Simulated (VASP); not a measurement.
# BAs (F-43m) in VASP: dielectric tensor with r2SCAN

Aim: the dielectric tensor of BAs with r2SCAN.

Everything below comes from runs of VASP 6.6.1. Logs are shortened: lines on timing, memory, paths and dates and some standing lists are left out, and cuts for length are marked.

## Step 1: The cell of the first run

It takes space group F-43m (No. 216, cubic). The conventional cell has a = 4.592 Å, b = 4.592 Å, c = 4.592 Å, α = 90.00°, β = 90.00°, γ = 90.00°. B (site symmetry -43m) has 4 As at 1.99 Å within 2.6 Å. Within 2.6 Å of As (site symmetry -43m) lie 4 B at 1.99 Å.

## Step 2: Dielectric tensor, r2SCAN (strain -4.0%)

INCAR

```
PREC = Accurate ; ENCUT = 520
EDIFF = 1E-8 ; ISMEAR = 0
SIGMA = 0.01 ; LREAL = F
LASPH = T ; NELM = 80
ALGO = Normal ; ISIF = 2
LWAVE = F ; LCHARG = F
METAGGA = R2SCAN ; LMIXTAU = T
LCALCEPS = T
```

KPOINTS

```
Automatic mesh
0
Gamma
  8 8 8
```

POSCAR

```
BAs
1.0
    0.0000000000      2.2961928999      2.2961928999
    2.2961928999      0.0000000000      2.2961928999
    2.2961928999      2.2961928999      0.0000000000
B As
1 1
Direct
    0.0000000000      0.0000000000      0.0000000000
    0.2500000000      0.2500000000      0.2500000000
```

Potentials or basis: VASP PAW PBE potentials, release 64 (B, As).

Launch:

```
$ cat potpaw_PBE.64/B/POTCAR potpaw_PBE.64/As/POTCAR > POTCAR
$ mpirun -np 1 vasp_std > vasp.out
```

OUTCAR:

```text
PREC = Accurate
   ENCUT = 520
   EDIFF = 1E-8
   ISMEAR = 0
   LREAL = F
   LASPH = T
   NELM = 80
   ISIF = 2
   METAGGA = R2SCAN

 ion  position               nearest neighbor table
   1  0.000  0.000  0.000-   2 1.99   2 1.99   2 1.99   2 1.99
   2  0.250  0.250  0.250-   1 1.99   1 1.99   1 1.99   1 1.99

  LATTYP: Found a face centered cubic cell.
 ALAT       =     4.5923857998

  Lattice vectors:

 A1 = (   0.0000000000,   2.2961928999,   2.2961928999)
 A2 = (   2.2961928999,   0.0000000000,   2.2961928999)
 A3 = (   2.2961928999,   2.2961928999,   0.0000000000)

Analysis of symmetry for initial positions (statically):
=====================================================================
 Subroutine PRICEL returns:
 Original cell was already a primitive cell.

 Routine SETGRP: Setting up the symmetry group for a
 face centered cubic supercell.

 Subroutine GETGRP returns: Found 24 space group operations
 (whereof 24 operations were pure point group operations)
 out of a pool of 48 trial point group operations.

The static configuration has the point symmetry T_d .

Analysis of symmetry for dynamics (positions and initial velocities):
=====================================================================
 Subroutine PRICEL returns:
 Original cell was already a primitive cell.

 Routine SETGRP: Setting up the symmetry group for a
 face centered cubic supercell.

 Subroutine GETGRP returns: Found 24 space group operations
 (whereof 24 operations were pure point group operations)
 out of a pool of 48 trial point group operations.

The dynamic configuration has the point symmetry T_d .

 Subroutine INISYM returns: Found 24 space group operations
 (whereof 24 operations are pure point group operations),
 and found     1 'primitive' translations

----------------------------------------------------------------------------------------

                                     Primitive cell

  volume of cell :      24.2134

  direct lattice vectors                    reciprocal lattice vectors
     0.000000000  2.296192900  2.296192900    -0.217751740  0.217751740  0.217751740
     2.296192900  0.000000000  2.296192900     0.217751740 -0.217751740  0.217751740
     2.296192900  2.296192900  0.000000000     0.217751740  0.217751740 -0.217751740

  length of vectors
     3.247307141  3.247307141  3.247307141     0.377157078  0.377157078  0.377157078

  position of ions in fractional coordinates (direct lattice)
     0.000000000  0.000000000  0.000000000
     0.250000000  0.250000000  0.250000000

  ion indices of the primitive-cell ions
   primitive index   ion index
                 1           1
                 2           2

----------------------------------------------------------------------------------------

 KPOINTS: Automatic mesh

Automatic generation of k-mesh.
 Grid dimensions read from file:
 generate k-points for:    8    8    8

 Generating k-lattice:

  Cartesian coordinates                     Fractional coordinates (reciprocal lattice)
    -0.027218968  0.027218968  0.027218968     0.125000000  0.000000000  0.000000000
     0.027218968 -0.027218968  0.027218968     0.000000000  0.125000000  0.000000000
     0.027218968  0.027218968 -0.027218968     0.000000000  0.000000000  0.125000000

  Length of vectors
     0.047144635  0.047144635  0.047144635

  Shift w.r.t. Gamma in fractional coordinates (k-lattice)
     0.000000000  0.000000000  0.000000000

 Subroutine IBZKPT returns following result:
 ===========================================

 Found     29 irreducible k-points:

 Following reciprocal coordinates:
            Coordinates               Weight
  0.000000  0.000000  0.000000      1.000000
  0.125000  0.000000  0.000000      8.000000
  0.250000  0.000000  0.000000      8.000000
  0.375000  0.000000  0.000000      8.000000
  0.500000  0.000000  0.000000      4.000000
  0.125000  0.125000  0.000000      6.000000
[... 16 lines left out ...]
  0.500000  0.250000  0.125000     48.000000
 -0.375000  0.250000  0.125000     24.000000
 [... further k-points ...]
   k-points           NKPTS =     29   k-points in BZ     NKDIM =     29   number of bands    NBANDS=      8
   number of dos      NEDOS =    301   number of ions     NIONS =      2
   total plane-waves  NPLWV =  13824
   dimension x,y,z NGX =    24 NGY =   24 NGZ =   24
   dimension x,y,z NGXF=    48 NGYF=   48 NGZF=   48
   ions per type =               1   1
   NGX,Y,Z   is equivalent  to a cutoff of  12.29, 12.29, 12.29 a.u.
   NGXF,Y,Z  is equivalent  to a cutoff of  24.57, 24.57, 24.57 a.u.
 SYSTEM =  unknown system
   PREC   = accura    normal or accurate (medium, high low for compatibility)
   ISTART =      0    job   : 0-new  1-cont  2-samecut
   ICHARG =      2    charge: 1-file 2-atom 10-const
   ISPIN  =      1    spin polarized calculation?
   LNONCOLLINEAR =      F non collinear calculations
   LSORBIT =      F    spin-orbit coupling
   LASPH  =      T    aspherical Exc in radial PAW
   ENCUT  =  520.0 eV  38.22 Ry    6.18 a.u.   6.04  6.04  6.04*2*pi/ulx,y,z
   NELM   =     80;   NELMIN=  2; NELMDL= -5     # of ELM steps
   EDIFF  = 0.1E-07   stopping-criterion for ELM
   LREAL  =      F    real-space projection
   EDIFFG = 0.1E-06   stopping-criterion for IOM
   NSW    =      0    number of steps for IOM
   IBRION =     -1    ionic relax: 0-MD 1-quasi-New 2-CG
   NFREE  =      0    steps in history (QN), initial steepest desc. (CG)
   ISIF   =      2    stress and relaxation
   ISYM   =      2    0-nonsym 1-usesym 2-fastsym
   POTIM  = 0.5000    time-step for ionic-motion
   TEBEG  =    0.0;   TEEND  =   0.0 temperature during run
   PSTRESS=    0.0 pullay stress
   NELECT =       8.0000    total number of electrons
   NUPDOWN=      -1.0000    fix difference up-down
   EMIN   =  10.00;   EMAX   =-10.00  energy-range for DOS
   EFERMI =   0.00;   METHOD = LEGACY
   ISMEAR =     0;   SIGMA  =   0.01  broadening in eV -4-tet -1-fermi 0-gaus
   EFERMI_NEDOS =   21; number of points for ismear=-14 and -15
   IALGO  =     38    algorithm
   IMIX   =      4    mixing-type and parameters
     AMIX     =   0.40;   BMIX     =  1.00
     AMIX_MAG =   1.60;   BMIX_MAG =  1.00
  volume/ion in A,a.u.               =      12.11        81.70
  Fermi-wavevector in a.u.,A,eV,Ry     =   1.131757  2.138710 17.427342  1.280874
  Thomas-Fermi vector in A             =   2.268457
   LORBIT       =      0    0 simple, 1 ext, 2 COOP (PROOUT), +10 PAW based schemes
   METAGGA = R2SCAN    functional components
   LHFCALC =     F    Hartree Fock is set to
   AEXX    =    0.0000 exact exchange contribution
   IVDW    =     0    specifies the selected vdW correction
   LEPSILON=     F    determine dielectric tensor
   LRPA    =     F    only Hartree local field effects (RPA)
   LRPA       =     F
 non-spin polarized calculation
 Gauss-broadening in eV      SIGMA  =   0.01
  energy-cutoff  :      520.00
  volume of cell :       24.21
 maximum number of plane-waves:       666
   NGX = 13   NGY = 13   NGZ = 13

 number of electron       7.9999999 magnetization

 Free energy of the ion-electron system (eV)
  ---------------------------------------------------
  ext. energy  EPLUGINS =         0.00000000
  ---------------------------------------------------
  free energy    TOTEN  =       -22.04813416 eV

  energy without entropy =      -22.04813416  energy(sigma->0) =      -22.04813416

 E-fermi :   7.4715     XC(G=0): -11.6781

 val. band max:        7.4151200802   @ k =   0.0000   0.0000   0.0000
 cond. band min:   10000.0000000000   @ k =   0.0000   0.0000   0.0000
 fundamental gap:   9992.5848799198
 Fermi energy:         7.4714841979

 k-point     1 :       0.0000    0.0000    0.0000
  band No.  band energies     occupation
      1      -9.9277      2.00000
      2       7.4148      2.00000
      3       7.4149      2.00000
      4       7.4151      2.00000
      5   10000.0000      0.00000
      6   10000.0000      0.00000
      7   10000.0000      0.00000
      8   10000.0000      0.00000
[... 243 lines left out ...]
 k-point    24 :      -0.3750    0.2500    0.1250
  band No.  band energies     occupation
      1      -5.7425      2.00000
      2      -2.1599      2.00000
      3       2.1413      2.00000
      4       3.7404      2.00000
      5   10000.0000      0.00000
      6   10000.0000      0.00000
      7   10000.0000      0.00000
      8   10000.0000      0.00000

 [... further k-points ...]

------------------------ aborting loop because EDIFF is reached ----------------------------------------

            Ionic dipole moment: p[ion]=(     5.74048     5.74048     5.74048 ) |e| Angst

 Total electronic dipole moment: p[elc]=(     0.00361     0.00361     0.01412 ) |e| Angst

 MACROSCOPIC STATIC DIELECTRIC TENSOR (including local field effects)
 ------------------------------------------------------
           8.864093     0.000000     0.000000
          -0.000000     8.864093     0.000000
          -0.000000    -0.000000     8.864093
 ------------------------------------------------------

 PIEZOELECTRIC TENSOR (including local field effects) (e Angst)
          XX          YY          ZZ          XY          YZ          ZX
  --------------------------------------------------------------------------------
  x    -0.00000     0.00000     0.00000    -0.00000     0.28445     0.00000
  y     0.00000     0.00000     0.00000     0.00000     0.00000     0.28445
  z     0.00000     0.00000     0.00000     0.28445    -0.00000    -0.00000

 PIEZOELECTRIC TENSOR (including local field effects) (C/m^2)
          XX          YY          ZZ          XY          YZ          ZX
  --------------------------------------------------------------------------------
  x    -0.00000     0.00000     0.00000    -0.00000     0.18822     0.00000
  y     0.00000     0.00000     0.00000     0.00000     0.00000     0.18822
  z     0.00000     0.00000     0.00000     0.18822    -0.00000    -0.00000

 BORN EFFECTIVE CHARGES (including local field effects) (in |e|, cummulative output)
 ---------------------------------------------------------------------------------
 ion    1
    1    -0.78056     0.00000     0.00000
    2     0.00000    -0.78056     0.00000
    3     0.00000     0.00000    -0.78056
 ion    2
    1     0.78056     0.00000     0.00000
    2     0.00000     0.78056     0.00000
    3     0.00000     0.00000     0.78056

  FORCE on cell =-STRESS in cart. coord.  units (eV):
  Direction    XX          YY          ZZ          XY          YZ          ZX
  --------------------------------------------------------------------------------------
  -------------------------------------------------------------------------------------
  Total        3.4382295      3.4382295      3.4382295     -0.0000000      0.0000000     -0.0000000
  in kB      227.5046847    227.5046847    227.5046847     -0.0000000      0.0000000     -0.0000000
  external PRESSURE =     227.5046847 kB  Pullay stress =       0.0000000 kB

 VOLUME and BASIS-vectors are now :
 -----------------------------------------------------------------------------
  energy-cutoff  :      520.00
  volume of cell :       24.21
      direct lattice vectors                 reciprocal lattice vectors
     0.000000000  2.296192900  2.296192900    -0.217751740  0.217751740  0.217751740
     2.296192900  0.000000000  2.296192900     0.217751740 -0.217751740  0.217751740
     2.296192900  2.296192900  0.000000000     0.217751740  0.217751740 -0.217751740

 POSITION                                       TOTAL-FORCE (eV/Angst)
 -----------------------------------------------------------------------------------
      0.00000      0.00000      0.00000         0.000000      0.000000      0.000000
      1.14810      1.14810      1.14810        -0.000000     -0.000000     -0.000000
 -----------------------------------------------------------------------------------
    total drift:                                0.000000      0.000000      0.000000

  FREE ENERGIE OF THE ION-ELECTRON SYSTEM (eV)
  ---------------------------------------------------
  free  energy   TOTEN  =       -22.0481341593 eV

  energy  without entropy=      -22.0481341593  energy(sigma->0) =      -22.04813416
```

It took 7.1 min on 1 thread of Intel Xeon 6975P-C (Granite Rapids), shared host; peak memory 0.28 GiB.

What came out:

```yaml
Band_gap_on_the_k_mesh: 1.25 eV, indirect (least direct gap 3.59 eV)
Electronic_dielectric_tensor_diagonal: 8.86
Born_charges_mean_of_the_diagonal: B -0.78; As +0.78 e
```

Electronic dielectric tensor:
```
8.86 0.00 0.00
0.00 8.86 0.00
0.00 0.00 8.86
```

Born effective charge tensors (e):
atom 1, B
```
-0.78  0.00  0.00
 0.00 -0.78  0.00
 0.00  0.00 -0.78
```
atom 2, As
```
0.78 0.00 0.00
0.00 0.78 0.00
0.00 0.00 0.78
```

Dipole moments of the cell (e·Å, modulo the quantum): ionic 5.740, 5.740, 5.740; electronic 0.004, 0.004, 0.014

Caveat: the cell differs from its parent crystal (strain -4.0%); the PAW data sets were made with another functional, which shifts forces and pressure a little. A k mesh can miss the band edges.
